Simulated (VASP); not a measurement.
Fe, 2 atoms in the cell. It takes space group P6_3/mmc (No. 194, hexagonal). The conventional cell has a = 2.434 Å, b = 2.434 Å, c = 3.842 Å, α = 90.00°, β = 90.00°, γ = 120.00°. Fe (site symmetry -6m2) has 12 Fe at 2.38 to 2.43 Å within 3.1 Å. 

```yaml
Program: VASP 6.6.1
Task: single point
Functional: LDA
Potentials_or_basis: VASP PAW LDA potentials, release 64 (Fe)
Cutoff: 520 eV
k_mesh: 12 × 12 × 7
Occupations: fermi-dirac, width 0.05 eV
Spin: collinear spin, ferromagnetic start
Starting_moments: "[3.0, 3.0] μB"
Dipole_correction: no
Further_INCAR_settings: ALGO = Fast; EDIFF = 1e-06; NBANDS = 19
```

Potentials or basis: VASP PAW LDA potentials, release 64 (Fe).

The run is started by

```bash
$ cat potpaw_LDA.64/Fe/POTCAR > POTCAR
$ mpirun -np 1 vasp_std > vasp.out
```

Hardware: 1 thread of AMD EPYC 7R13, on a shared host.

Task: Estimate the wall time of this run.

Result: Wall time 100 s on 1 thread of AMD EPYC 7R13, on a shared host, peak memory 0.12 GiB. Counts: scf iterations 14, k points 76.
